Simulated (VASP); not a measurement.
Crystal: SiNi3.

```
Ni Si
1.0
     3.51823    0.00000    0.00000
     0.00000    3.51823    0.00000
     0.00000    0.00000    3.51823
Ni Si
3 1
Direct
  0.50000 0.50000 0.00000
  0.50000 0.00000 0.50000
  0.00000 0.50000 0.50000
  0.00000 0.00000 0.00000
```

This cell differs from its parent crystal: volume scaled by 0.98.

Program: VASP 6.6.1. Alike in all runs: task single point; spin collinear, ferromagnetic start; cell as given; k mesh 8 × 8 × 8; cutoff (eV) 520; smearing fermi-dirac 0.05 eV.

Problem. Order these runs on this cell by their pressure, lowest first.
A. level LDA; potentials or basis VASP PAW LDA potentials, release 64 (Ni, Si)
B. level r2SCAN; potentials or basis VASP PAW PBE potentials, release 64 (Ni, Si)
C. level PBE; potentials or basis VASP PAW PBE potentials, release 64 (Ni, Si)

Solution. A (-16.5 GPa), B (-9.5 GPa), C (-2.1 GPa).

Caveats: the PAW data sets were made with another functional, which shifts forces and pressure a little (some runs).
